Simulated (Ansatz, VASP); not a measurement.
**Tc: VASP beside Ansatz**

File INCAR:

```
ALGO = Normal ; EDIFF = 1E-8
ENCUT = 520 ; GGA = PS
ISIF = 2 ; ISMEAR = -1
LASPH = T ; LCHARG = F
LEFG = T ; LREAL = F
LWAVE = F ; NBANDS = 12
NELM = 80 ; PREC = Accurate
SIGMA = 0.03
```

The input KPOINTS:

```
k-points
0
Gamma
  18 18 18
```

POSCAR

```
Tc
1.0
    0.0000000000      1.9890000000      1.9500000000
    1.9890000000      0.0000000000      1.9500000000
    1.9890000000      1.9890000000      0.0000000000
Tc
1
Direct
    0.0000000000      0.0000000000      0.0000000000
```

Input for Ansatz:

```yaml
crystal:
  lattice:
    - [0.0, 1.989, 1.95]
    - [1.989, 0.0, 1.95]
    - [1.989, 1.989, 0.0]
  atoms:
    - { symbol: Tc, position: [0.0, 0.0, 0.0] }
kpoints:
  mp_grid: { grid: [18, 18, 18] }
scf:
  occupations: { method: fermi_dirac, width: 0.03 }
hamiltonian:
  xc: pbesol
  pseudopotentials: { kind: all_electron, datasets: crystal }
output:
  forces: true
  stress: true
  eigenvalues: true
  efg: { contact_densities: true }
```

Change from the starting cell: equal xx and yy strain of +2 %, crystal datasets.

Alike in both runs: task electric field gradients; functional PBEsol; k mesh 18 × 18 × 18; occupations fermi-dirac, width 0.03 eV; no spin polarisation.

```csv
,VASP,Ansatz
version,VASP 6.6.1,Ansatz 0.2.0
potentials or method,"VASP PAW PBE potentials, release 64 (Tc_pv), cutoff 520 eV","all-electron PAW with datasets made for the crystal, scalar-relativistic"
```

VASP gave:

| Quantity | Value |
| --- | --- |
| pressure (GPa) | -24.9 |
| traceless stress, the component that is largest in VASP (GPa) | 2.29 |
| size of Vzz on the site where it differs most (V/Å²) | 2.9 |

Q: What did Ansatz give for the same quantities?

A: Pressure (GPa): -24.3; traceless stress, the component that is largest in VASP (GPa): 2.30; size of Vzz on the site where it differs most (V/Å²): 3.0.

VASP's potentials were made for PBE, not for PBEsol. Ansatz ran all-electron here, and VASP with PAW potentials.
